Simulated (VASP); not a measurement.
# Al2Cu: single point with LDA

Al2Cu:

```
Al Cu
1.0
    -1.99795    1.99795    2.70271
     1.99795   -1.99795    2.70271
     2.10500    2.10500   -2.70271
Al Cu
2 1
Direct
  0.75000 0.25000 0.50000
  0.25000 0.75000 0.50000
  0.50000 0.50000 0.00000
```

This cell differs from its parent crystal: strain +e along x and -e along y -0.0267, strain +e along z and -e/2 along x and y -0.0467.

```
Program             : VASP 6.6.1
Task                : single point
Functional          : LDA
Potentials or basis : VASP PAW LDA potentials, release 64 (Al, Cu)
Cutoff              : 520 eV
k mesh              : 14 × 14 × 14
Occupations         : gaussian, width 0.15 eV
Spin                : no spin polarisation
```

```
Pressure               : 1.0 GPa
Band gap on the k mesh : zero (an odd number of electrons rules out a gap without spin polarisation)
```

Stress tensor (GPa, compression positive):
```
-1.83 -2.13  0.00
-2.13 -1.83  0.00
 0.00  0.00  6.54
```

Levels at points of the mesh, in eV from the Fermi level:
| k point | band 5 | band 6 | band 7 | band 8 | band 9 | band 10 | band 11 | band 12 | band 13 | band 14 |
| --- | --- | --- | --- | --- | --- | --- | --- | --- | --- | --- |
| (0.00, 0.00, 0.00) | -4.29 | -4.14 | 2.53 | 2.54 | 3.00 | 3.05 | 3.29 | 3.64 | 4.58 | 5.64 |
| (0.50, 0.00, 0.00) | -4.23 | -4.14 | -4.07 | 0.22 | 0.97 | 2.51 | 3.11 | 4.46 | 4.65 | 9.43 |
| (0.50, 0.50, 0.00) | -4.19 | -4.10 | -3.83 | -2.38 | -1.67 | 0.45 | 1.56 | 8.90 | 9.39 | 9.88 |
| (0.00, 0.00, 0.50) | -4.28 | -4.08 | -3.99 | -1.86 | -1.52 | 1.09 | 1.83 | 9.09 | 10.47 | 11.32 |
| (0.50, 0.50, 0.50) | -4.20 | -4.08 | -3.73 | -2.53 | -2.15 | -0.11 | 1.25 | 9.16 | 9.92 | 10.05 |

Run time: 5 min on 1 thread of Intel(R) Xeon(R) Platinum 8488C (Sapphire Rapids), with other jobs on the host, peak memory 0.39 GiB.

Caveat: the cell differs from its parent crystal (strain +e along x and -e along y -0.0267, strain +e along z and -e/2 along x and y -0.0467).
